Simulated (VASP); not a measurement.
# MoS (Fm-3m) in VASP: a series of runs

The runs below take MoS through single point, with PBE+U.

All numbers are computed with VASP 6.6.1; they aren't measurements. Logs are shortened: lines on timing, memory, paths and dates and some standing lists are left out, and cuts for length are marked.

## (1) The cell of the first run

The structure is cubic, space group Fm-3m (No. 225). Conventional cell: a = 5.014 Å, b = 5.014 Å, c = 5.014 Å, α = 90.00°, β = 90.00°, γ = 90.00°. Mo (site symmetry m-3m) has 6 S at 2.51 Å within 3.3 Å. S (site symmetry m-3m) has 6 Mo at 2.51 Å within 3.3 Å.

## (2) Single point, PBE+U

File INCAR:

```
SYSTEM = MoS
PREC     = Accurate       ! precision mode
ENCUT    = 520            ! plane-wave cutoff, eV
EDIFF    = 1E-7           ! SCF threshold, eV
ISMEAR   = 0              ! smearing method
SIGMA    = 0.1            ! smearing width, eV
LREAL    = .False.        ! projectors in reciprocal space
LASPH    = .True.         ! aspherical terms in the spheres
NELM     = 150            ! most SCF steps
ALGO     = Normal         ! electronic algorithm
ISIF     = 2              ! what is computed and relaxed
LWAVE    = .False.        ! write WAVECAR
LCHARG   = .True.         ! write CHGCAR
LMAXMIX  = 4              ! l up to which the mixer works
LDAU     = .True.         ! DFT+U
LDAUTYPE = 2            
LDAUL    = 2 -1           ! shell
LDAUU    = 4.38 0         ! U, eV
LDAUJ    = 0 0          
LDAUPRINT= 1            
GGA      = PE             ! functional
LELF     = .True.         ! ELF
LVHAR    = .True.       
NBANDS   = 17             ! bands
```

File KPOINTS:

```
regular mesh
0
Gamma
  14 14 14
  0 0 0
```

File POSCAR:

```
MoS
1.0
    0.0000000000      2.5072466423      2.5072466423
    2.5072466423      0.0000000000      2.5072466423
    2.5072466423      2.5072466423      0.0000000000
Mo S
1 1
Direct
    0.0000000000      0.0000000000      0.0000000000
    0.5000000000      0.5000000000      0.5000000000
```

Potentials or basis: VASP PAW PBE potentials, release 64 (Mo_sv, S).

Started as:

```sh
cat potpaw_PBE.64/Mo_sv/POTCAR potpaw_PBE.64/S/POTCAR > POTCAR
mpirun -np 1 vasp_std > vasp.out
```

OUTCAR:

```text
SYSTEM = MoS
   PREC = Accurate
   ENCUT = 520
   EDIFF = 1E-7
   ISMEAR = 0
   LREAL = .False.
   LASPH = .True.
   NELM = 150
   ISIF = 2
   GGA = PE

 ion  position               nearest neighbor table
   1  0.000  0.000  0.000-   2 2.51   2 2.51   2 2.51   2 2.51   2 2.51   2 2.51
   2  0.500  0.500  0.500-   1 2.51   1 2.51   1 2.51   1 2.51   1 2.51   1 2.51

  LATTYP: Found a face centered cubic cell.
 ALAT       =     5.0144932846

  Lattice vectors:

 A1 = (   0.0000000000,   2.5072466423,   2.5072466423)
 A2 = (   2.5072466423,   0.0000000000,   2.5072466423)
 A3 = (   2.5072466423,   2.5072466423,   0.0000000000)

Analysis of symmetry for initial positions (statically):
=====================================================================
 Subroutine PRICEL returns:
 Original cell was already a primitive cell.

 Routine SETGRP: Setting up the symmetry group for a
 face centered cubic supercell.

 Subroutine GETGRP returns: Found 48 space group operations
 (whereof 48 operations were pure point group operations)
 out of a pool of 48 trial point group operations.

The static configuration has the point symmetry O_h .

Analysis of symmetry for dynamics (positions and initial velocities):
=====================================================================
 Subroutine PRICEL returns:
 Original cell was already a primitive cell.

 Routine SETGRP: Setting up the symmetry group for a
 face centered cubic supercell.

 Subroutine GETGRP returns: Found 48 space group operations
 (whereof 48 operations were pure point group operations)
 out of a pool of 48 trial point group operations.

The dynamic configuration has the point symmetry O_h .

 Subroutine INISYM returns: Found 48 space group operations
 (whereof 48 operations are pure point group operations),
 and found     1 'primitive' translations

----------------------------------------------------------------------------------------

                                     Primitive cell

  volume of cell :      31.5225

  direct lattice vectors                    reciprocal lattice vectors
     0.000000000  2.507246642  2.507246642    -0.199421944  0.199421944  0.199421944
     2.507246642  0.000000000  2.507246642     0.199421944 -0.199421944  0.199421944
     2.507246642  2.507246642  0.000000000     0.199421944  0.199421944 -0.199421944

  length of vectors
     3.545782206  3.545782206  3.545782206     0.345408940  0.345408940  0.345408940

  position of ions in fractional coordinates (direct lattice)
     0.000000000  0.000000000  0.000000000
     0.500000000  0.500000000  0.500000000

  ion indices of the primitive-cell ions
   primitive index   ion index
                 1           1
                 2           2

----------------------------------------------------------------------------------------

 KPOINTS: regular mesh

Automatic generation of k-mesh.
 Grid dimensions read from file:
 generate k-points for:   14   14   14

 Generating k-lattice:

  Cartesian coordinates                     Fractional coordinates (reciprocal lattice)
    -0.014244425  0.014244425  0.014244425     0.071428571  0.000000000  0.000000000
     0.014244425 -0.014244425  0.014244425     0.000000000  0.071428571  0.000000000
     0.014244425  0.014244425 -0.014244425     0.000000000  0.000000000  0.071428571

  Length of vectors
     0.024672067  0.024672067  0.024672067

  Shift w.r.t. Gamma in fractional coordinates (k-lattice)
     0.000000000  0.000000000  0.000000000

 Subroutine IBZKPT returns following result:
 ===========================================

 Found    104 irreducible k-points:

 Following reciprocal coordinates:
            Coordinates               Weight
  0.000000  0.000000  0.000000      1.000000
  0.071429  0.000000  0.000000      8.000000
  0.142857  0.000000  0.000000      8.000000
  0.214286  0.000000  0.000000      8.000000
  0.285714  0.000000  0.000000      8.000000
  0.357143  0.000000  0.000000      8.000000
[... 16 lines left out ...]
  0.214286  0.142857  0.000000     24.000000
  0.285714  0.142857  0.000000     24.000000
 [... further k-points ...]
   k-points           NKPTS =    104   k-points in BZ     NKDIM =    104   number of bands    NBANDS=     17
   number of dos      NEDOS =    301   number of ions     NIONS =      2
   total plane-waves  NPLWV =  21952
   dimension x,y,z NGX =    28 NGY =   28 NGZ =   28
   dimension x,y,z NGXF=    56 NGYF=   56 NGZF=   56
   ions per type =               1   1
   NGX,Y,Z   is equivalent  to a cutoff of  13.13, 13.13, 13.13 a.u.
   NGXF,Y,Z  is equivalent  to a cutoff of  26.26, 26.26, 26.26 a.u.
 SYSTEM =  MoS
   PREC   = accura    normal or accurate (medium, high low for compatibility)
   ISTART =      0    job   : 0-new  1-cont  2-samecut
   ICHARG =      2    charge: 1-file 2-atom 10-const
   ISPIN  =      1    spin polarized calculation?
   LNONCOLLINEAR =      F non collinear calculations
   LSORBIT =      F    spin-orbit coupling
   LASPH  =      T    aspherical Exc in radial PAW
   ENCUT  =  520.0 eV  38.22 Ry    6.18 a.u.   6.59  6.59  6.59*2*pi/ulx,y,z
   NELM   =    150;   NELMIN=  2; NELMDL= -5     # of ELM steps
   EDIFF  = 0.1E-06   stopping-criterion for ELM
   LREAL  =      F    real-space projection
   EDIFFG = 0.1E-05   stopping-criterion for IOM
   NSW    =      0    number of steps for IOM
   IBRION =     -1    ionic relax: 0-MD 1-quasi-New 2-CG
   NFREE  =      0    steps in history (QN), initial steepest desc. (CG)
   ISIF   =      2    stress and relaxation
   ISYM   =      2    0-nonsym 1-usesym 2-fastsym
   POTIM  = 0.5000    time-step for ionic-motion
   TEBEG  =    0.0;   TEEND  =   0.0 temperature during run
   PSTRESS=    0.0 pullay stress
   NELECT =      20.0000    total number of electrons
   NUPDOWN=      -1.0000    fix difference up-down
   EMIN   =  10.00;   EMAX   =-10.00  energy-range for DOS
   EFERMI =   0.00;   METHOD = LEGACY
   ISMEAR =     0;   SIGMA  =   0.10  broadening in eV -4-tet -1-fermi 0-gaus
   EFERMI_NEDOS =   21; number of points for ismear=-14 and -15
   IALGO  =     38    algorithm
   IMIX   =      4    mixing-type and parameters
     AMIX     =   0.40;   BMIX     =  1.00
     AMIX_MAG =   1.60;   BMIX_MAG =  1.00
  volume/ion in A,a.u.               =      15.76       106.36
  Fermi-wavevector in a.u.,A,eV,Ry     =   1.406731  2.658336 26.924468  1.978893
  Thomas-Fermi vector in A             =   2.529062
   LORBIT       =      0    0 simple, 1 ext, 2 COOP (PROOUT), +10 PAW based schemes
 LDA+U is selected, type is set to LDAUTYPE =  2
   angular momentum for each species LDAUL =     2   -1
   U (eV)           for each species LDAUU =   4.4  0.0
   J (eV)           for each species LDAUJ =   0.0  0.0
   GGA     = PE    functional components
   LHFCALC =     F    Hartree Fock is set to
   AEXX    =    0.0000 exact exchange contribution
   IVDW    =     0    specifies the selected vdW correction
   LEPSILON=     F    determine dielectric tensor
   LRPA    =     F    only Hartree local field effects (RPA)
 non-spin polarized calculation
 Gauss-broadening in eV      SIGMA  =   0.10
  energy-cutoff  :      520.00
  volume of cell :       31.52
 maximum number of plane-waves:       881
   NGX = 13   NGY = 13   NGZ = 13

atom =   1  type =  1  l = 2

 onsite density matrix

spin component  1

  0.4652  0.0000  0.0000  0.0000  0.0000
  0.0000  0.4652  0.0000  0.0000  0.0000
  0.0000  0.0000  0.3002  0.0000  0.0000
  0.0000  0.0000  0.0000  0.4652 -0.0000
  0.0000  0.0000  0.0000 -0.0000  0.3002

spin component  2

  0.4652  0.0000  0.0000  0.0000  0.0000
  0.0000  0.4652  0.0000  0.0000  0.0000
  0.0000  0.0000  0.3002  0.0000  0.0000
  0.0000  0.0000  0.0000  0.4652 -0.0000
  0.0000  0.0000  0.0000 -0.0000  0.3002

 occupancies and eigenvectors

  o =  0.3002  v =  0.0000 -0.0000 -1.0000 -0.0000 -0.0041  0.0000  0.0000  0.0000  0.0000  0.0000      0.0000  0.0000  0.0000  0.0000  0.0000  0.0000  0.0000  0.0000  0.0000  0.0000
  o =  0.3002  v =  0.0000  0.0000  0.0000  0.0000  0.0000  0.0000 -0.0000 -1.0000 -0.0000 -0.0041      0.0000  0.0000  0.0000  0.0000  0.0000  0.0000  0.0000  0.0000  0.0000  0.0000
  o =  0.3002  v =  0.0000  0.0000 -0.0041 -0.0000  1.0000  0.0000  0.0000  0.0000  0.0000  0.0000      0.0000  0.0000  0.0000  0.0000  0.0000  0.0000  0.0000  0.0000  0.0000  0.0000
  o =  0.3002  v =  0.0000  0.0000  0.0000  0.0000  0.0000  0.0000  0.0000 -0.0041 -0.0000  1.0000      0.0000  0.0000  0.0000  0.0000  0.0000  0.0000  0.0000  0.0000  0.0000  0.0000
  o =  0.4652  v =  0.0000  0.0000  0.0000  0.0000  0.0000  1.0000  0.0000  0.0000  0.0000  0.0000      0.0000  0.0000  0.0000  0.0000  0.0000  0.0000  0.0000  0.0000  0.0000  0.0000
  o =  0.4652  v =  1.0000  0.0000  0.0000  0.0000  0.0000  0.0000  0.0000  0.0000  0.0000  0.0000      0.0000  0.0000  0.0000  0.0000  0.0000  0.0000  0.0000  0.0000  0.0000  0.0000
  o =  0.4652  v =  0.0000  0.9292 -0.0000 -0.3695 -0.0000  0.0000  0.0000  0.0000  0.0000  0.0000      0.0000  0.0000  0.0000  0.0000  0.0000  0.0000  0.0000  0.0000  0.0000  0.0000
  o =  0.4652  v =  0.0000  0.0000  0.0000  0.0000  0.0000  0.0000  0.9292 -0.0000 -0.3695 -0.0000      0.0000  0.0000  0.0000  0.0000  0.0000  0.0000  0.0000  0.0000  0.0000  0.0000
  o =  0.4652  v =  0.0000  0.0000  0.0000  0.0000  0.0000  0.0000  0.3695 -0.0000  0.9292  0.0000      0.0000  0.0000  0.0000  0.0000  0.0000  0.0000  0.0000  0.0000  0.0000  0.0000
  o =  0.4652  v =  0.0000  0.3695 -0.0000  0.9292  0.0000  0.0000  0.0000  0.0000  0.0000  0.0000      0.0000  0.0000  0.0000  0.0000  0.0000  0.0000  0.0000  0.0000  0.0000  0.0000

 number of electron      20.0000001 magnetization

 Free energy of the ion-electron system (eV)
  ---------------------------------------------------
  ext. energy  EPLUGINS =         0.00000000
  ---------------------------------------------------
  free energy    TOTEN  =        -9.41900123 eV

  energy without entropy =       -9.40510194  energy(sigma->0) =       -9.41205159

 E-fermi :  11.1652     XC(G=0): -12.1237

 val. band max:       11.1571077004   @ k =  -0.3571   0.4286   0.1429
 cond. band min:      11.1709899127   @ k =  -0.0714   0.0714   0.0000
 fundamental gap:      0.0138822123
 Fermi energy:        11.1651649818

 k-point     1 :       0.0000    0.0000    0.0000
  band No.  band energies     occupation
      1     -50.6471      2.00000
      2     -24.7032      2.00000
      3     -24.7032      2.00000
      4     -24.7032      2.00000
      5      -4.9958      2.00000
      6       8.1659      2.00000
[... 9 lines left out ...]
     16      23.1785      0.00000
     17      23.1785      0.00000
[... 441 lines left out ...]
 k-point    24 :       0.2857    0.1429    0.0000
  band No.  band energies     occupation
      1     -50.6391      2.00000
      2     -24.7895      2.00000
      3     -24.7255      2.00000
      4     -24.7226      2.00000
      5      -4.1539      2.00000
      6       4.6204      2.00000
[... 9 lines left out ...]
     16      20.2362      0.00000
     17      20.4866      0.00000

 [... further k-points ...]
[... 5 lines left out ...]
  --------------------------------------------------------------------------------------
  -------------------------------------------------------------------------------------
  Total       -0.0466416     -0.0466416     -0.0466416     -0.0000000      0.0000000      0.0000000
  in kB       -2.3706265     -2.3706265     -2.3706265     -0.0000000      0.0000000      0.0000000
  external PRESSURE =      -2.3706265 kB  Pullay stress =       0.0000000 kB

 VOLUME and BASIS-vectors are now :
 -----------------------------------------------------------------------------
  energy-cutoff  :      520.00
  volume of cell :       31.52
      direct lattice vectors                 reciprocal lattice vectors
     0.000000000  2.507246642  2.507246642    -0.199421944  0.199421944  0.199421944
     2.507246642  0.000000000  2.507246642     0.199421944 -0.199421944  0.199421944
     2.507246642  2.507246642  0.000000000     0.199421944  0.199421944 -0.199421944

 POSITION                                       TOTAL-FORCE (eV/Angst)
 -----------------------------------------------------------------------------------
      0.00000      0.00000      0.00000         0.000000     -0.000000      0.000000
      2.50725      2.50725      2.50725        -0.000000      0.000000     -0.000000
 -----------------------------------------------------------------------------------
    total drift:                               -0.000000      0.000000      0.000000

  FREE ENERGIE OF THE ION-ELECTRON SYSTEM (eV)
  ---------------------------------------------------
  free  energy   TOTEN  =        -9.4190012288 eV

  energy  without entropy=       -9.4051019444  energy(sigma->0) =       -9.41205159
```

Run time: 87 s. Hardware: 1 thread of Intel Xeon 8259CL, shared host; peak memory 0.2 GiB.

What came out:

```
Free energy            : -9.4190 eV
Pressure               : -0.2 GPa
Band gap on the k mesh : zero (band 10 reaches 11.58 eV, above the bottom of band 11 at 8.80 eV)
```

Levels at points of the mesh, in eV from the Fermi level:
```tsv
k point	band 8	band 9	band 10	band 11	band 12	band 13
(0.00, 0.00, 0.00)	-3.00	-2.37	-2.37	-2.37	-1.41	-1.41
(0.50, 0.00, 0.00)	-6.00	-0.06	-0.06	0.57	2.47	5.06
(0.50, 0.50, 0.00)	-4.33	-4.15	-0.39	0.55	0.55	2.00
```

Eigenvalues of the final occupation matrices:
```tsv
site	spin	trace	eigenvalues
site 1 d	1	2.00	0.30 0.30 0.47 0.47 0.47
site 1 d	2	2.00	0.30 0.30 0.47 0.47 0.47
```

Caveat: U without spin polarisation on a metal has little footing.

## (3) Single point, PBE+U

This run uses another cell than the first one, of 20.51 Å³/atom, 1.301 times its volume.

File INCAR:

```
SYSTEM = MoS
PREC = Accurate
ENCUT = 520
EDIFF = 1E-6
ISMEAR = 0
SIGMA = 0.1
LREAL = .FALSE.
LASPH = .TRUE.
NELM = 150
ALGO = Normal
ISIF = 2
LWAVE = .FALSE.
LCHARG = .TRUE.
LMAXMIX = 4
LDAU = .TRUE.
LDAUTYPE = 2
LDAUL = 2 -1
LDAUU = 4.38 0
LDAUJ = 0 0
LDAUPRINT = 1
GGA = PE
LELF = .TRUE.
LVHAR = .TRUE.
NBANDS = 17
```

File KPOINTS:

```
Automatic mesh
0
G
  14 14 14
  0 0 0
```

File POSCAR:

```
MoS
1.0
    0.0000000000      2.7373208118      2.7373208118
    2.7373208118      0.0000000000      2.7373208118
    2.7373208118      2.7373208118      0.0000000000
Mo S
1 1
Direct
    0.0000000000      0.0000000000      0.0000000000
    0.5000000000      0.5000000000      0.5000000000
```

Potentials or basis: VASP PAW PBE potentials, release 64 (Mo_sv, S).

Started as:

```sh
cat potpaw_PBE.64/Mo_sv/POTCAR potpaw_PBE.64/S/POTCAR > POTCAR
mpirun -np 1 vasp_std > vasp.out
```

Wall time 2.3 min (1 thread of Intel Xeon 8259CL, shared host); peak memory 0.22 GiB.

The run converged. Its results:

- Free energy: -8.7369 eV
- Pressure: -18.1 GPa
- Band gap on the k mesh: zero (band 10 reaches 7.65 eV, above the bottom of band 11 at 5.87 eV)

Levels at points of the mesh, in eV from the Fermi level:
| k point | band 8 | band 9 | band 10 | band 11 | band 12 | band 13 |
| --- | --- | --- | --- | --- | --- | --- |
| (0.00, 0.00, 0.00) | -2.35 | -1.53 | -1.53 | -1.53 | 0.02 | 0.02 |
| (0.50, 0.00, 0.00) | -4.24 | -0.12 | -0.12 | 0.21 | 2.84 | 4.10 |
| (0.50, 0.50, 0.00) | -3.39 | -2.66 | 0.19 | 0.19 | 0.73 | 2.04 |

Eigenvalues of the final occupation matrices:
| site | spin | trace | eigenvalues |
| --- | --- | --- | --- |
| site 1 d | 1 | 1.88 | 0.14 0.14 0.53 0.53 0.53 |
| site 1 d | 2 | 1.88 | 0.14 0.14 0.53 0.53 0.53 |

Caveat: U without spin polarisation on a metal has little footing.
